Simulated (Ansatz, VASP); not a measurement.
One calculation of Si2W, two programs

```
Si W
1.0
    -1.53987    1.53987    3.99196
     1.53987   -1.53987    3.99196
     1.53987    1.53987   -3.99196
Si W
2 1
Direct
  0.33466 0.33466 0.00000
  0.66534 0.66534 0.00000
  0.00000 0.00000 0.00000
```

Alike in both runs: task single point; functional LDA; k mesh 20 × 20 × 20; occupations gaussian, width 0.15 eV; no spin polarisation.

|  | VASP | Ansatz |
| --- | --- | --- |
| version | VASP 6.6.1 | Ansatz 0.2.0 |
| potentials or method | VASP PAW LDA potentials, release 64 (Si, W_sv), cutoff 520 eV | scalar-relativistic, plane waves, PAW |
| valence electrons in the cell | 22 | 22 |

Ansatz gave:

* gap on the k mesh at the Fermi level (eV): none
* pressure (GPa): 10.3
* traceless stress, the component that is largest in VASP (GPa): -16.61
* rms of the force components (eV/Å): 0.051

Q: What did VASP give for the same quantities?

A: gap on the k mesh at the Fermi level (eV): none; pressure (GPa): 11.1; traceless stress, the component that is largest in VASP (GPa): -16.65; rms of the force components (eV/Å): 0.062.

Ansatz warns that its potentials were made for another functional, while VASP's fit it. LDA's correlation is that of Perdew and Zunger in VASP and of Perdew and Wang (1992) in Ansatz. Atom by atom the forces differ by 0.010 eV/Å (rms over components). A gap of «none» marks a metal or a gap that the smearing closes.

Spin-orbit coupling is off throughout.
